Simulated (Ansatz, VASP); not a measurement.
## One calculation of InSb, two programs

```
In Sb
1.0
     0.00000    3.23478    3.23478
     3.23478    0.00000    3.23478
     3.23478    3.23478    0.00000
In Sb
1 1
Direct
  0.00000 0.00000 0.00000
  0.75000 0.75000 0.75000
```

Alike in both runs: task single point; functional LDA; k mesh 6 × 6 × 6; occupations gaussian, width 0.05 eV; no spin polarisation.

```csv
,VASP,Ansatz
version,VASP 6.6.1,Ansatz 0.2.0
potentials or method,"VASP PAW LDA potentials, release 64 (In_d, Sb), cutoff 500 eV","scalar-relativistic, plane waves, PAW"
valence electrons in the cell,18,28
```

|  | VASP | Ansatz | Ansatz less VASP |
| --- | --- | --- | --- |
| gap on the k mesh at the Fermi level (eV) | none | none | - |
| pressure (GPa) | -0.3 | -0.3 | -0.09 |

LDA's correlation is that of Perdew and Zunger in VASP and of Perdew and Wang (1992) in Ansatz. A gap of «none» marks a metal or a gap that the smearing closes. VASP's potentials hold 18 valence electrons a cell and Ansatz's 28, so a difference there can come from the potentials and not from the codes.

Neither program's run includes spin-orbit coupling.
